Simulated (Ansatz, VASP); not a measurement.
**CdS in VASP and in Ansatz**

```
CELL_PARAMETERS angstrom
0.00000 2.72691 2.72691
2.72691 0.00000 2.72691
2.72691 2.72691 0.00000
ATOMIC_POSITIONS crystal
Cd 0.99363 0.00637 0.00637
S 0.52233 0.47767 0.47767
```

Change from the starting cell: mode 4 frozen in at -0.122 Å and mode 5 at +0.000 Å (largest displacements).

Alike in both runs: task single point; functional r2SCAN; k mesh 8 × 8 × 8; occupations gaussian, width 0.05 eV; no spin polarisation.

|  | VASP | Ansatz |
| --- | --- | --- |
| version | VASP 6.6.1 | Ansatz 0.2.0 |
| potentials or method | VASP PAW PBE potentials, release 64 (Cd, S), cutoff 520 eV | scalar-relativistic, plane waves, PAW |
| valence electrons in the cell | 18 | 26 |

```tsv
	VASP	Ansatz	Ansatz less VASP
gap on the k mesh at the Fermi level (eV)	0.79	0.81	+0.019
least direct gap on the mesh (eV)	2.32	2.36	+0.034
pressure (GPa)	1.2	0.7	-0.48
traceless stress, the component that is largest in VASP (GPa)	1.78	1.74	-0.042
rms of the force components (eV/Å)	0.205	0.197	-0.0086
```

VASP's potentials were made for PBE, not for r2SCAN. Atom by atom the forces differ by 0.009 eV/Å (rms over components). VASP's potentials hold 18 valence electrons a cell and Ansatz's 26, so a difference there can come from the potentials and not from the codes.
